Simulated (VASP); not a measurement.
# PbS (Pm-3m) in VASP: further runs, part 2 of 2

VASP 6.6.1. Earlier steps stand in the parts before.

### Step 3. Single point, r2SCAN

This run uses another cell than the first one, of 23.90 Å³/atom, 1.021 times its volume.

Input file POSCAR:

```
PbS
1.0
    3.6291370598      0.0000000000      0.0000000000
    0.0000000000      3.6291370598      0.0000000000
    0.0000000000      0.0000000000      3.6291370598
Pb S
1 1
Direct
    0.0000000000      0.0000000000      0.0000000000
    0.5000000000      0.5000000000      0.5000000000
```

Input file INCAR.step1:

```
SYSTEM = PbS
PREC     = Accurate       ! precision mode
ENCUT    = 550            ! plane-wave cutoff, eV
ISMEAR   = -1             ! smearing method
SIGMA    = 0.05           ! smearing width, eV
LREAL    = .FALSE.        ! projectors in reciprocal space
LASPH    = .TRUE.         ! aspherical terms in the spheres
NELM     = 120            ! most SCF steps
NBANDS   = 17             ! bands
GGA      = PE             ! functional
ALGO     = Normal         ! electronic algorithm
EDIFF    = 1E-5           ! SCF threshold, eV
LWAVE    = .TRUE.         ! write WAVECAR
LCHARG   = .FALSE.        ! write CHGCAR
GGA_COMPAT= .FALSE.
```

Input file INCAR.step2:

```
SYSTEM = PbS
PREC     = Accurate       ! precision mode
ENCUT    = 550            ! plane-wave cutoff, eV
EDIFF    = 1E-6           ! SCF threshold, eV
ISMEAR   = -1             ! smearing method
SIGMA    = 0.05           ! smearing width, eV
LREAL    = .FALSE.        ! projectors in reciprocal space
LASPH    = .TRUE.         ! aspherical terms in the spheres
NELM     = 120            ! most SCF steps
ALGO     = Normal         ! electronic algorithm
ISIF     = 2              ! what is computed and relaxed
LWAVE    = .FALSE.        ! write WAVECAR
LCHARG   = .TRUE.         ! write CHGCAR
METAGGA  = R2SCAN         ! meta-GGA
LMIXTAU  = .TRUE.       
LELF     = .TRUE.         ! ELF
LVHAR    = .TRUE.       
NBANDS   = 17             ! bands
ISTART   = 1            
GGA_COMPAT= .FALSE.
```

Input file KPOINTS:

```
regular mesh
0
G
  7 7 7
  0 0 0
```

Potentials or basis: VASP PAW PBE potentials, release 64 (Pb_d, S).

The run is started by

```console
$ cat potpaw_PBE.64/Pb_d/POTCAR potpaw_PBE.64/S/POTCAR > POTCAR
$ cp INCAR.step1 INCAR
$ mpirun -np 1 vasp_std > vasp.out
$ cp INCAR.step2 INCAR
$ mpirun -np 1 vasp_std > vasp.out
```

OUTCAR:

```text
SYSTEM = PbS
   PREC = Accurate
   ENCUT = 550
   EDIFF = 1E-6
   ISMEAR = -1
   LREAL = .FALSE.
   LASPH = .TRUE.
   NELM = 120
   ISIF = 2
   METAGGA = R2SCAN
   ISTART = 1

 ion  position               nearest neighbor table
   1  0.000  0.000  0.000-   2 3.14   2 3.14   2 3.14   2 3.14   2 3.14   2 3.14   2 3.14   2 3.14

   2  0.500  0.500  0.500-   1 3.14   1 3.14   1 3.14   1 3.14   1 3.14   1 3.14   1 3.14   1 3.14

  LATTYP: Found a simple cubic cell.
 ALAT       =     3.6291370598

  Lattice vectors:

 A1 = (   3.6291370598,   0.0000000000,   0.0000000000)
 A2 = (   0.0000000000,   3.6291370598,   0.0000000000)
 A3 = (   0.0000000000,   0.0000000000,   3.6291370598)

Analysis of symmetry for initial positions (statically):
=====================================================================
 Subroutine PRICEL returns:
 Original cell was already a primitive cell.

 Routine SETGRP: Setting up the symmetry group for a
 simple cubic supercell.

 Subroutine GETGRP returns: Found 48 space group operations
 (whereof 48 operations were pure point group operations)
[... 156 lines left out ...]

  energy without entropy =      -65.07663686  energy(sigma->0) =      -65.07817860

 E-fermi :   6.2356     XC(G=0): -10.8083

 val. band max:        6.0781932623   @ k =   0.2857   0.1429   0.1429
 cond. band min:       6.3544140483   @ k =   0.4286   0.4286   0.4286
 fundamental gap:      0.2762207860
 Fermi energy:         6.2356002875

 k-point     1 :       0.0000    0.0000    0.0000
  band No.  band energies     occupation
      1     -11.3727      2.00000
      2     -11.3727      2.00000
      3     -11.1457      2.00000
      4     -11.1457      2.00000
      5     -11.1457      2.00000
      6      -7.5892      2.00000
[... 377 lines left out ...]
      4     -11.1079      2.00000
      5     -11.1079      2.00000
      6      -5.2007      2.00000
[... 9 lines left out ...]
     16      20.2144      0.00000
     17      23.5953      0.00000

------------------------ aborting loop because EDIFF is reached ----------------------------------------

  FORCE on cell =-STRESS in cart. coord.  units (eV):
  Direction    XX          YY          ZZ          XY          YZ          ZX
  --------------------------------------------------------------------------------------
  -------------------------------------------------------------------------------------
  Total        0.1601118      0.1601118      0.1601118     -0.0000000     -0.0000000      0.0000000
  in kB        5.3669035      5.3669035      5.3669035     -0.0000000     -0.0000000      0.0000000
  external PRESSURE =       5.3669035 kB  Pullay stress =       0.0000000 kB

 VOLUME and BASIS-vectors are now :
 -----------------------------------------------------------------------------
  energy-cutoff  :      550.00
  volume of cell :       47.80
      direct lattice vectors                 reciprocal lattice vectors
     3.629137060  0.000000000  0.000000000     0.275547598  0.000000000  0.000000000
     0.000000000  3.629137060  0.000000000     0.000000000  0.275547598  0.000000000
     0.000000000  0.000000000  3.629137060     0.000000000  0.000000000  0.275547598

 POSITION                                       TOTAL-FORCE (eV/Angst)
 -----------------------------------------------------------------------------------
      0.00000      0.00000      0.00000         0.000000      0.000000      0.000000
      1.81457      1.81457      1.81457         0.000000      0.000000      0.000000
 -----------------------------------------------------------------------------------
    total drift:                               -0.000000      0.000000      0.000000

  FREE ENERGIE OF THE ION-ELECTRON SYSTEM (eV)
  ---------------------------------------------------
  free  energy   TOTEN  =       -65.0797203382 eV

  energy  without entropy=      -65.0766368585  energy(sigma->0) =      -65.07817860
```

OUTCAR.step1:

```text
SYSTEM = PbS
   PREC = Accurate
   ENCUT = 550
   ISMEAR = -1
   LREAL = .FALSE.
   LASPH = .TRUE.
[... 615 lines left out ...]
      0.00000      0.00000      0.00000         0.000000      0.000000      0.000000
      1.81457      1.81457      1.81457         0.000000      0.000000      0.000000
 -----------------------------------------------------------------------------------
    total drift:                               -0.000000      0.000000      0.000000

  FREE ENERGIE OF THE ION-ELECTRON SYSTEM (eV)
  ---------------------------------------------------
  free  energy   TOTEN  =        -8.2527432933 eV

  energy  without entropy=       -8.2439248330  energy(sigma->0) =       -8.24833406
```

OSZICAR.step1:

```text
N       E                     dE             d eps       ncg     rms          rms(c)
DAV:   1     0.159992537389E+03    0.15999E+03   -0.10294E+04   680   0.135E+03
DAV:   2     0.244061012694E+01   -0.15755E+03   -0.15206E+03   737   0.319E+02
DAV:   3    -0.863141548792E+01   -0.11072E+02   -0.10864E+02   904   0.900E+01
DAV:   4    -0.889847615466E+01   -0.26706E+00   -0.26682E+00   831   0.147E+01
DAV:   5    -0.890887055457E+01   -0.10394E-01   -0.10394E-01  1000   0.287E+00    0.444E+00
DAV:   6    -0.826124739836E+01    0.64762E+00   -0.16835E+00  1037   0.923E+00    0.322E+00
DAV:   7    -0.825631364672E+01    0.49338E-02   -0.15285E-01   791   0.197E+00    0.189E+00
DAV:   8    -0.825667643783E+01   -0.36279E-03   -0.39421E-02   826   0.159E+00    0.365E-01
DAV:   9    -0.825304919710E+01    0.36272E-02   -0.23789E-02  1029   0.961E-01    0.159E-01
DAV:  10    -0.825293838925E+01    0.11081E-03   -0.41288E-03  1001   0.393E-01    0.997E-02
DAV:  11    -0.825273796913E+01    0.20042E-03   -0.82372E-04   930   0.180E-01    0.271E-02
DAV:  12    -0.825274329332E+01   -0.53242E-05   -0.61916E-05   773   0.514E-02
   1 F= -.82527433E+01 E0= -.82483341E+01  d E =-.881846E-02
```

It took 35 s on 1 thread of Intel Xeon 6975P-C, shared host; peak memory 0.17 GiB.

What came out:

```yaml
Free_energy: -65.0797 eV
Pressure: 0.5 GPa
Band_gap_on_the_k_mesh: 0.28 eV, indirect (least direct gap 1.67 eV)
```

Caveat: the PAW data sets were made with another functional, which shifts forces and pressure a little; spin-orbit coupling is left out, which moves the levels of the heavy elements.

### Step 4. Single point, r2SCAN

This run uses another cell than the first one, of 24.39 Å³/atom, 1.042 times its volume.

Input file POSCAR:

```
PbS
1.0
    3.6536590000      0.0000000000      0.0000000000
    0.0000000000      3.6536590000      0.0000000000
    0.0000000000      0.0000000000      3.6536590000
Pb S
1 1
Direct
    0.0000000000      0.0000000000      0.0000000000
    0.5000000000      0.5000000000      0.5000000000
```

Input file INCAR.step1:

```
SYSTEM = PbS
PREC = Accurate ; ENCUT = 550
ISMEAR = -1 ; SIGMA = 0.05
LREAL = .FALSE. ; LASPH = .TRUE.
NELM = 120 ; NBANDS = 17
GGA = PE ; ALGO = Normal
EDIFF = 1E-5 ; LWAVE = .TRUE.
LCHARG = .FALSE. ; GGA_COMPAT = .FALSE.
```

Input file INCAR.step2:

```
SYSTEM = PbS
PREC = Accurate ; ENCUT = 550
EDIFF = 1E-6 ; ISMEAR = -1
SIGMA = 0.05 ; LREAL = .FALSE.
LASPH = .TRUE. ; NELM = 120
ALGO = Normal ; ISIF = 2
LWAVE = .FALSE. ; LCHARG = .FALSE.
METAGGA = R2SCAN ; LMIXTAU = .TRUE.
NBANDS = 17 ; ISTART = 1
GGA_COMPAT = .FALSE.
```

KPOINTS is that of step 3.

The run is started by

```console
$ cat potpaw_PBE.64/Pb_d/POTCAR potpaw_PBE.64/S/POTCAR > POTCAR
$ cp INCAR.step1 INCAR
$ mpirun -np 1 vasp_std > vasp.out
$ cp INCAR.step2 INCAR
$ mpirun -np 1 vasp_std > vasp.out
```

It took 35 s on 1 thread of Intel Xeon 6975P-C, shared host; peak memory 0.17 GiB.

Results (log left out):

```yaml
Free_energy: -65.0793 eV
Pressure: -0.7 GPa
Band_gap_on_the_k_mesh: 0.33 eV, indirect (least direct gap 1.66 eV)
```

Levels at points of the mesh, in eV from the valence-band top:
| k point | band 7 | band 8 | band 9 | band 10 | band 11 | band 12 | band 13 | band 14 |
| --- | --- | --- | --- | --- | --- | --- | --- | --- |
| (0.00, 0.00, 0.00) | -6.71 | -1.51 | -1.51 | -1.51 | 6.15 | 6.15 | 7.07 | 7.07 |

Caveat: the PAW data sets were made with another functional, which shifts forces and pressure a little; spin-orbit coupling is left out, which moves the levels of the heavy elements. A k mesh can miss the band edges.

### Step 5. Single point, r2SCAN

This run uses another cell than the first one, of 24.87 Å³/atom, 1.063 times its volume.

Input file POSCAR:

```
PbS
1.0
    3.6778561224      0.0000000000      0.0000000000
    0.0000000000      3.6778561224      0.0000000000
    0.0000000000      0.0000000000      3.6778561224
Pb S
1 1
Direct
    0.0000000000      0.0000000000      0.0000000000
    0.5000000000      0.5000000000      0.5000000000
```

Input file INCAR.step1:

```
SYSTEM = PbS
ALGO = Normal
EDIFF = 1E-5
ENCUT = 550
GGA = PE
GGA_COMPAT = .False.
ISMEAR = -1
LASPH = .True.
LCHARG = .False.
LREAL = .False.
LWAVE = .True.
NBANDS = 17
NELM = 120
PREC = Accurate
SIGMA = 0.05
```

Input file INCAR.step2:

```
SYSTEM = PbS
ALGO = Normal
EDIFF = 1E-6
ENCUT = 550
GGA_COMPAT = .False.
ISIF = 2
ISMEAR = -1
ISTART = 1
LASPH = .True.
LCHARG = .True.
LELF = .True.
LMIXTAU = .True.
LREAL = .False.
LVHAR = .True.
LWAVE = .False.
METAGGA = R2SCAN
NBANDS = 17
NELM = 120
PREC = Accurate
SIGMA = 0.05
```

Input file KPOINTS:

```
k-points
0
Gamma
  7 7 7
  0 0 0
```

The run is started by

```console
$ cat potpaw_PBE.64/Pb_d/POTCAR potpaw_PBE.64/S/POTCAR > POTCAR
$ cp INCAR.step1 INCAR
$ mpirun -np 1 vasp_std > vasp.out
$ cp INCAR.step2 INCAR
$ mpirun -np 1 vasp_std > vasp.out
```

It took 52 s on 1 thread of Intel Xeon 6975P-C, shared host; peak memory 0.18 GiB.

The run converged. Its results:

| Quantity | Value |
| --- | --- |
| Free energy | -65.0717 eV |
| Pressure | -1.9 GPa |
| Band gap on the k mesh | 0.38 eV, indirect (least direct gap 1.64 eV) |

Levels at points of the mesh, in eV from the valence-band top:
```
           k point  band 6  band 7  band 8  band 9  band 10  band 11  band 12  band 13  band 14  band 15
(0.00, 0.00, 0.00)  -13.36   -6.76   -1.44   -1.44    -1.44     6.18     6.18     6.92     6.92     6.92
```

Caveat: the PAW data sets were made with another functional, which shifts forces and pressure a little; spin-orbit coupling is left out, which moves the levels of the heavy elements. A k mesh can miss the band edges.

### Step 6. The runs side by side

```csv
cell,gap on the mesh (eV),pressure (GPa)
"a = 3.604 Å, 2 atoms",0.21,1.9
"a = 3.629 Å, 2 atoms",0.28,0.5
"a = 3.654 Å, 2 atoms",0.33,-0.7
"a = 3.678 Å, 2 atoms",0.38,-1.9
```

Alike in all rows: task single point; level r2SCAN; potentials or basis VASP PAW PBE potentials, release 64 (Pb_d, S); no spin polarisation; k mesh 7 × 7 × 7; cutoff (eV) 550; smearing fermi-dirac 0.05 eV.

Caveats: the PAW data sets were made with another functional, which shifts forces and pressure a little; spin-orbit coupling is left out, which moves the levels of the heavy elements.

Total energies depend on the potentials used, so only differences within one code and one set of settings carry meaning.
